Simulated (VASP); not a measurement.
# NbAs (I4_1md) in VASP: notebook, part 2 of 2

VASP 6.6.1. Earlier steps stand in the parts before.

**3. Single point, PBEsol**

This run uses another cell than the first one, of 17.14 Å³/atom.

INCAR

```
SYSTEM = NbAs
PREC     = Accurate       ! precision mode
ENCUT    = 520            ! plane-wave cutoff, eV
EDIFF    = 1E-7           ! SCF threshold, eV
ISMEAR   = 0              ! smearing method
SIGMA    = 0.1            ! smearing width, eV
LREAL    = .False.        ! projectors in reciprocal space
LASPH    = .True.         ! aspherical terms in the spheres
NELM     = 100            ! most SCF steps
ALGO     = Normal         ! electronic algorithm
ISIF     = 2              ! what is computed and relaxed
LWAVE    = .False.        ! write WAVECAR
LCHARG   = .True.         ! write CHGCAR
GGA      = PS             ! functional
LELF     = .True.         ! ELF
LVHAR    = .True.       
NBANDS   = 26             ! bands
ISYM     = 0
```

KPOINTS

```
regular mesh
0
Gamma
  10 10 6
  0 0 0
```

POSCAR

```
NbAs
1.0
    3.4393064271      0.0000000000      0.0000000000
    0.0000000000      3.4393064271      0.0000000000
    1.7196532135     -1.7196532135      5.7965408270
Nb As
2 2
Direct
    0.2512562111      0.7487437889      0.4974875777
    0.5012562111     -0.0012562111     -0.0025124223
    0.8327437889      0.1672562111      0.3345124223
    0.0827437889      0.4172562111      0.8345124223
```

Potentials or basis: VASP PAW PBE potentials, release 64 (Nb_sv, As).

Started as:

```bash
$ cat potpaw_PBE.64/Nb_sv/POTCAR potpaw_PBE.64/As/POTCAR > POTCAR
$ mpirun -np 1 vasp_std > vasp.out
```

OUTCAR:

```text
SYSTEM = NbAs
   PREC = Accurate
   ENCUT = 520
   EDIFF = 1E-7
   ISMEAR = 0
   LREAL = .False.
   LASPH = .True.
   NELM = 100
   ISIF = 2
   GGA = PS
   ISYM = 0

 ion  position               nearest neighbor table
   1  0.251  0.749  0.497-   4 2.60   4 2.60   3 2.61   3 2.61   3 2.61   3 2.61
   2  0.501  0.999  0.997-   3 2.60   3 2.60   4 2.61   4 2.61   4 2.61   4 2.61
   3  0.833  0.167  0.335-   2 2.60   2 2.60   1 2.61   1 2.61   1 2.61   1 2.61
   4  0.083  0.417  0.835-   1 2.60   1 2.60   2 2.61   2 2.61   2 2.61   2 2.61

IMPORTANT INFORMATION: All symmetrisations will be switched off!
NOSYMM: (Re-)initialisation of all symmetry stuff for point group C_1.

----------------------------------------------------------------------------------------

                                     Primitive cell

  volume of cell :      68.5663

  direct lattice vectors                    reciprocal lattice vectors
     3.439306427  0.000000000  0.000000000     0.290756297  0.000000000 -0.086258342
     0.000000000  3.439306427  0.000000000     0.000000000  0.290756297  0.086258342
     1.719653213 -1.719653213  5.796540827     0.000000000  0.000000000  0.172516684

  length of vectors
     3.439306427  3.439306427  6.286040082     0.303281595  0.303281595  0.172516684
[... 160 lines left out ...]
 fundamental gap:      0.0537139674
 Fermi energy:         9.6997342659

 k-point     1 :       0.0000    0.0000    0.0000
  band No.  band energies     occupation
      1     -45.2917      2.00000
      2     -45.2602      2.00000
      3     -21.5522      2.00000
      4     -21.4351      2.00000
      5     -21.4351      2.00000
      6     -21.2779      2.00000
[... 685 lines left out ...]
     25      14.3192      0.00000
     26      14.9742      0.00000

 [... further k-points ...]

------------------------ aborting loop because EDIFF is reached ----------------------------------------

  FORCE on cell =-STRESS in cart. coord.  units (eV):
  Direction    XX          YY          ZZ          XY          YZ          ZX
  --------------------------------------------------------------------------------------
  -------------------------------------------------------------------------------------
  Total        0.1038725      0.1039232      0.0619193      0.0001377      0.0002549     -0.0002564
  in kB        2.4271728      2.4283573      1.4468572      0.0032180      0.0059569     -0.0059904
  external PRESSURE =       2.1007958 kB  Pullay stress =       0.0000000 kB

 VOLUME and BASIS-vectors are now :
 -----------------------------------------------------------------------------
  energy-cutoff  :      520.00
  volume of cell :       68.57
      direct lattice vectors                 reciprocal lattice vectors
     3.439306427  0.000000000  0.000000000     0.290756297  0.000000000 -0.086258342
     0.000000000  3.439306427  0.000000000     0.000000000  0.290756297  0.086258342
     1.719653213 -1.719653213  5.796540827     0.000000000  0.000000000  0.172516684

 POSITION                                       TOTAL-FORCE (eV/Angst)
 -----------------------------------------------------------------------------------
      1.71965      1.71965      2.88371        -0.001085      0.000350     -0.000327
      3.43931      1.71965      5.78198        -0.000350      0.001084     -0.000317
      3.43931     -0.00000      1.93901         0.001101     -0.000334      0.000321
      1.71965     -0.00000      4.83729         0.000333     -0.001101      0.000323
 -----------------------------------------------------------------------------------
    total drift:                               -0.000044      0.000045     -0.000345

  FREE ENERGIE OF THE ION-ELECTRON SYSTEM (eV)
  ---------------------------------------------------
  free  energy   TOTEN  =       -35.1204742617 eV

  energy  without entropy=      -35.1165065222  energy(sigma->0) =      -35.11849039
```

OSZICAR:

```text
N       E                     dE             d eps       ncg     rms          rms(c)
DAV:   1     0.351463852606E+03    0.35146E+03   -0.18944E+04 15816   0.137E+03
DAV:   2    -0.743118645732E+01   -0.35890E+03   -0.34885E+03 18922   0.500E+02
DAV:   3    -0.352098124614E+02   -0.27779E+02   -0.27335E+02 28472   0.105E+02
DAV:   4    -0.370980488624E+02   -0.18882E+01   -0.18769E+01 24248   0.221E+01
DAV:   5    -0.371521469367E+02   -0.54098E-01   -0.54051E-01 26360   0.400E+00    0.115E+01
DAV:   6    -0.351534900324E+02    0.19987E+01   -0.65677E+00 24166   0.181E+01    0.328E+00
DAV:   7    -0.351345563706E+02    0.18934E-01   -0.44236E-01 22774   0.373E+00    0.199E+00
DAV:   8    -0.351202732965E+02    0.14283E-01   -0.65978E-02 24650   0.155E+00    0.387E-01
DAV:   9    -0.351203923163E+02   -0.11902E-03   -0.46517E-03 24752   0.463E-01    0.226E-01
DAV:  10    -0.351205060486E+02   -0.11373E-03   -0.12273E-03 21762   0.309E-01    0.345E-02
DAV:  11    -0.351204871867E+02    0.18862E-04   -0.23821E-04 24870   0.125E-01    0.235E-02
DAV:  12    -0.351204761319E+02    0.11055E-04   -0.20480E-05 21104   0.408E-02    0.104E-02
DAV:  13    -0.351204746911E+02    0.14408E-05   -0.25790E-06 25982   0.153E-02    0.355E-03
DAV:  14    -0.351204745243E+02    0.16681E-06   -0.17433E-07 15062   0.308E-03    0.168E-03
DAV:  15    -0.351204742805E+02    0.24372E-06   -0.54128E-08  9834   0.240E-03    0.318E-04
DAV:  16    -0.351204742617E+02    0.18843E-07   -0.15873E-08  9646   0.127E-03
   1 F= -.35120474E+02 E0= -.35118490E+02  d E =-.396774E-02
```

It took 4.1 min on 1 thread of Intel Xeon 6975P-C (Granite Rapids), shared host; peak memory 0.55 GiB.

What came out:

| Quantity | Value |
| --- | --- |
| Free energy | -35.1205 eV |
| Pressure | 0.2 GPa |
| Band gap on the k mesh | 0.05 eV (least direct gap 0.07 eV) |

Caveat: the PAW data sets were made with another functional, which shifts forces and pressure a little.
